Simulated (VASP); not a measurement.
# Ti (Im-3m) in VASP: further runs, part 2 of 2

VASP 6.6.1. Earlier steps stand in the parts before.

**6. Single point, PBE (20.36 Å³/atom)**

This run uses another cell than the first one, of 20.36 Å³/atom.

Contents of INCAR:

```
PREC     = Accurate       # precision mode
ENCUT    = 520            # plane-wave cutoff, eV
EDIFF    = 1E-6           # SCF threshold, eV
ISMEAR   = 0              # smearing method
SIGMA    = 0.15           # smearing width, eV
LREAL    = False          # projectors in reciprocal space
LASPH    = True           # aspherical terms in the spheres
NELM     = 80             # most SCF steps
ALGO     = Fast           # electronic algorithm
ISIF     = 2              # what is computed and relaxed
LWAVE    = False          # write WAVECAR
LCHARG   = True           # write CHGCAR
GGA      = PE             # functional
LELF     = True           # ELF
LVHAR    = True         
NBANDS   = 12             # bands
```

Contents of KPOINTS:

```
Automatic mesh
0
Gamma
  22 22 22
```

Contents of POSCAR:

```
Ti
1.0
   -1.7200903594      1.7200903594      1.7200903594
    1.7200903594     -1.7200903594      1.7200903594
    1.7200903594      1.7200903594     -1.7200903594
Ti
1
Direct
    0.0000000000      0.0000000000      0.0000000000
```

Potentials or basis: VASP PAW PBE potentials, release 64 (Ti_sv).

On the command line:

```
$ cat potpaw_PBE.64/Ti_sv/POTCAR > POTCAR
$ mpirun -np 1 vasp_std > vasp.out
```

OUTCAR:

```text
PREC = Accurate
   ENCUT = 520
   EDIFF = 1E-6
   ISMEAR = 0
   LREAL = False
   LASPH = True
   NELM = 80
   ISIF = 2
   GGA = PE

 ion  position               nearest neighbor table
   1  0.000  0.000  0.000-

  LATTYP: Found a body centered cubic cell.
 ALAT       =     3.4401807188

  Lattice vectors:

 A1 = (  -1.7200903594,   1.7200903594,   1.7200903594)
 A2 = (   1.7200903594,  -1.7200903594,   1.7200903594)
 A3 = (   1.7200903594,   1.7200903594,  -1.7200903594)

Analysis of symmetry for initial positions (statically):
=====================================================================
 Subroutine PRICEL returns:
 Original cell was already a primitive cell.

 Routine SETGRP: Setting up the symmetry group for a
 body centered cubic supercell.

 Subroutine GETGRP returns: Found 48 space group operations
 (whereof 48 operations were pure point group operations)
 out of a pool of 48 trial point group operations.

The static configuration has the point symmetry O_h .

Analysis of symmetry for dynamics (positions and initial velocities):
=====================================================================
 Subroutine PRICEL returns:
 Original cell was already a primitive cell.

 Routine SETGRP: Setting up the symmetry group for a
 body centered cubic supercell.

 Subroutine GETGRP returns: Found 48 space group operations
 (whereof 48 operations were pure point group operations)
 out of a pool of 48 trial point group operations.

The dynamic configuration has the point symmetry O_h .

 Subroutine INISYM returns: Found 48 space group operations
 (whereof 48 operations are pure point group operations),
 and found     1 'primitive' translations

----------------------------------------------------------------------------------------

                                     Primitive cell

  volume of cell :      20.3570
[... 113 lines left out ...]
   LHFCALC =     F    Hartree Fock is set to
   AEXX    =    0.0000 exact exchange contribution
   IVDW    =     0    specifies the selected vdW correction
   LEPSILON=     F    determine dielectric tensor
   LRPA    =     F    only Hartree local field effects (RPA)
 non-spin polarized calculation
 RMM-DIIS sequential band-by-band and
 Gauss-broadening in eV      SIGMA  =   0.15
  energy-cutoff  :      520.00
  volume of cell :       20.36
 maximum number of plane-waves:       567
 NGX is ok and might be reduce to    24
   NGX = 11   NGY = 11   NGZ = 11

 number of electron      12.0000000 magnetization

 Free energy of the ion-electron system (eV)
  ---------------------------------------------------
  ext. energy  EPLUGINS =         0.00000000
  ---------------------------------------------------
  free energy    TOTEN  =        -7.59278785 eV

  energy without entropy =       -7.55969290  energy(sigma->0) =       -7.57624037

 E-fermi :   6.5424     XC(G=0): -10.7688

 val. band max:        6.5401061836   @ k =   0.2273   0.0909   0.0455
 cond. band min:       6.5432683771   @ k =   0.1818   0.0909   0.0909
 fundamental gap:      0.0031621935
 Fermi energy:         6.5423867416

 k-point     1 :       0.0000    0.0000    0.0000
  band No.  band energies     occupation
      1     -50.3161      2.00000
      2     -26.3152      2.00000
      3     -26.3152      2.00000
      4     -26.3152      2.00000
      5       0.9648      2.00000
      6       7.3768      0.00000
      7       7.3768      0.00000
      8       7.3768      0.00000
      9       8.8148      0.00000
     10       8.8148      0.00000
     11      22.8375      0.00000
     12      22.8375      0.00000
[... 331 lines left out ...]
 k-point    24 :       0.1364    0.0909    0.0000
  band No.  band energies     occupation
      1     -50.2932      2.00000
      2     -26.4508      2.00000
      3     -26.3513      2.00000
      4     -26.3254      2.00000
      5       2.0699      2.00000
      6       7.0069      0.00001
      7       7.0674      0.00000
      8       8.1548      0.00000
      9       8.4927      0.00000
     10       8.9034      0.00000
     11      20.4086      0.00000
     12      21.2575      0.00000

 [... further k-points ...]

------------------------ aborting loop because EDIFF is reached ----------------------------------------

  FORCE on cell =-STRESS in cart. coord.  units (eV):
  Direction    XX          YY          ZZ          XY          YZ          ZX
  --------------------------------------------------------------------------------------
  -------------------------------------------------------------------------------------
  Total       -1.6686038     -1.6686038     -1.6686038     -0.0000000     -0.0000000     -0.0000000
  in kB     -131.3257975   -131.3257975   -131.3257975     -0.0000000     -0.0000000     -0.0000000
  external PRESSURE =    -131.3257975 kB  Pullay stress =       0.0000000 kB

 VOLUME and BASIS-vectors are now :
 -----------------------------------------------------------------------------
  energy-cutoff  :      520.00
  volume of cell :       20.36
      direct lattice vectors                 reciprocal lattice vectors
    -1.720090359  1.720090359  1.720090359     0.000000000  0.290682404  0.290682404
     1.720090359 -1.720090359  1.720090359     0.290682404  0.000000000  0.290682404
     1.720090359  1.720090359 -1.720090359     0.290682404  0.290682404  0.000000000

 POSITION                                       TOTAL-FORCE (eV/Angst)
 -----------------------------------------------------------------------------------
      0.00000      0.00000      0.00000        -0.000000     -0.000000      0.000000
 -----------------------------------------------------------------------------------
    total drift:                                0.000000      0.000000     -0.000000

  FREE ENERGIE OF THE ION-ELECTRON SYSTEM (eV)
  ---------------------------------------------------
  free  energy   TOTEN  =        -7.5927878485 eV

  energy  without entropy=       -7.5596928958  energy(sigma->0) =       -7.57624037
```

OSZICAR:

```text
N       E                     dE             d eps       ncg     rms          rms(c)
DAV:   1     0.864818290249E+02    0.86482E+02   -0.65083E+03  7880   0.115E+03
DAV:   2    -0.435891162669E+01   -0.90841E+02   -0.88609E+02  8080   0.292E+02
DAV:   3    -0.883015447772E+01   -0.44712E+01   -0.44151E+01 11400   0.656E+01
[... 12 lines left out ...]
RMM:  16    -0.759278073536E+01   -0.48632E-05   -0.52645E-05  9828   0.414E-02    0.287E-02
RMM:  17    -0.759278382436E+01   -0.30890E-05   -0.33577E-05  9568   0.370E-02    0.158E-02
RMM:  18    -0.759278570639E+01   -0.18820E-05   -0.17208E-05  8920   0.304E-02    0.319E-03
RMM:  19    -0.759278707388E+01   -0.13675E-05   -0.11039E-05  7467   0.166E-02    0.198E-03
RMM:  20    -0.759278784854E+01   -0.77466E-06   -0.59701E-06  7177   0.136E-02
   1 F= -.75927878E+01 E0= -.75762404E+01  d E =-.330950E-01
```

It took 2.3 min on 1 thread of Intel Xeon 8259CL, shared host; peak memory 0.2 GiB.

Results:

| Item | Value |
| --- | --- |
| Free energy | -7.5928 eV |
| Pressure | -13.1 GPa |
| Band gap on the k mesh | zero (bands 6 and 7 overlap by 1.41 eV) |

Caveat: the cell stands under tension.

**7. Overview**

```tsv
cell	gap on the mesh (eV)	pressure (GPa)
a = 2.819 Å, angles 109.5°, 1 atom	none	-0.2
a = 2.861 Å, angles 109.5°, 1 atom	none	-4.5
a = 2.902 Å, angles 109.5°, 1 atom	none	-8.0
a = 2.941 Å, angles 109.5°, 1 atom	none	-10.8
a = 2.979 Å, angles 109.5°, 1 atom	none	-13.1
```

Alike in all rows: task single point; level PBE; potentials or basis VASP PAW PBE potentials, release 64 (Ti_sv); no spin polarisation; k mesh 22 × 22 × 22; cutoff (eV) 520; smearing gaussian 0.15 eV.

Caveats: the cell stands under tension (at least some runs).

Total energies depend on the potentials used, so only differences within one code and one set of settings carry meaning.
